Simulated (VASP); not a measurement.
The system is TlCl.

```xyz
2
Lattice="3.8340 0.0000 0.0000 0.0000 3.8340 0.0000 0.0000 0.0000 3.8340" Properties=species:S:1:pos:R:3 pbc="T T T"
Tl    0.0000    0.0000    0.0000
Cl    1.9170    1.9170    1.9170
```

* Program: VASP 6.6.1
* Task: relaxation of cell and atoms
* Functional: PBE
* Potentials or basis: VASP PAW PBE potentials, release 64 (Tl_d, Cl)
* Cutoff: 500 eV
* k mesh: 8 × 8 × 8
* Occupations: gaussian, width 0.02 eV
* Spin: no spin polarisation

At the start: pressure 1.2 GPa; volume 28.18 Å³/atom.

Question: How do energy, volume and symmetry change on relaxing?

Answer: Over 3 steps the energy falls by 4.9 meV/atom and the volume is 29.60 Å³/atom (+5.0 %); space group Pm-3m (No. 221, to 0.05 Å).

Step by step:
| step | energy change (eV) | largest force (eV/Å) | pressure (GPa) | volume (Å³) |
| --- | --- | --- | --- | --- |
| 1 | 0.0000 | 0.0000 | 1.21 | 56.36 |
| 2 | -0.0086 | 0.0000 | 0.40 | 58.11 |
| 3 | -0.0099 | 0.0000 | -0.03 | 59.19 |

Final structure:
```
Tl Cl
1.0
     3.89724    0.00000    0.00000
     0.00000    3.89724    0.00000
     0.00000    0.00000    3.89724
Tl Cl
1 1
Direct
  0.00000 0.00000 0.00000
  0.50000 0.50000 0.50000
```
